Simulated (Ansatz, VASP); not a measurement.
One calculation of Ga, two programs

File INCAR:

```
SYSTEM = Ga
PREC = Accurate
ENCUT = 520
EDIFF = 1E-7
ISMEAR = -1
SIGMA = 0.1
LREAL = .False.
LASPH = .True.
NELM = 80
ALGO = Normal
ISIF = 2
LWAVE = .False.
LCHARG = .True.
GGA = RP
LELF = .True.
LVHAR = .True.
NBANDS = 26
```

The input KPOINTS:

```
Automatic mesh
0
Gamma
  9 9 12
  0 0 0
```

Contents of POSCAR:

```
Ga
1.0
    4.8278546283      0.0000000000      0.0000000000
   -2.4139273142      4.1810447539      0.0000000000
    0.0000000000      0.0000000000      3.0998576897
Ga
3
Direct
    0.0000000000      0.0000000000      0.0000000000
    0.3333333333      0.6666666667      0.5000000000
    0.6666666667      0.3333333333      0.5000000000
```

Input for Ansatz:

```yaml
crystal:
  lattice:
    - [4.8278546283, 0.0, 0.0]
    - [-2.4139273142, 4.1810447539, 0.0]
    - [0.0, 0.0, 3.0998576897]
  atoms:
    - { symbol: Ga, position: [0.0, 0.0, 0.0] }
    - { symbol: Ga, position: [0.3333333333, 0.6666666667, 0.5] }
    - { symbol: Ga, position: [0.6666666667, 0.3333333333, 0.5] }
hamiltonian:
  xc: rpbe
  pseudopotentials:
    kind: paw
    azcp:
      Ga: "pseudopotentials/Ga.paw.azcp"
basis:
  ecutwfc: 420
  fft_grid_basis: typed
kpoints:
  mp_grid: { grid: [9, 9, 12], shift: [0, 0, 0] }
magnetization:
  spin_polarized: false
scf:
  occupations: { method: fermi_dirac, width: 0.1 }
  lower_state_search: "off"
output:
  stress: true
  write_density: true
  write_potential: true
  elf: true
  volumetric_format: npy
```

Alike in both runs: task single point; functional RPBE; k mesh 9 × 9 × 12; occupations fermi-dirac, width 0.1 eV; no spin polarisation.

```csv
,VASP,Ansatz
version,VASP 6.6.1,Ansatz 0.2.0
potentials or method,"VASP PAW PBE potentials, release 64 (Ga_d), cutoff 520 eV","plane waves (420 eV) with PAW, scalar-relativistic"
valence electrons in the cell,39,39
```

VASP gave:

| Item | Value |
| --- | --- |
| pressure (GPa) | -1.2 |
| traceless stress, the component that is largest in VASP (GPa) | -0.29 |

**Question.** What did Ansatz give for the same quantities?

**Answer.** Pressure (GPa): -1.3; traceless stress, the component that is largest in VASP (GPa): -0.26.

VASP's potentials were made for PBE, not for RPBE. The functional is the same, so the differences come from potentials, cutoffs and numerics.
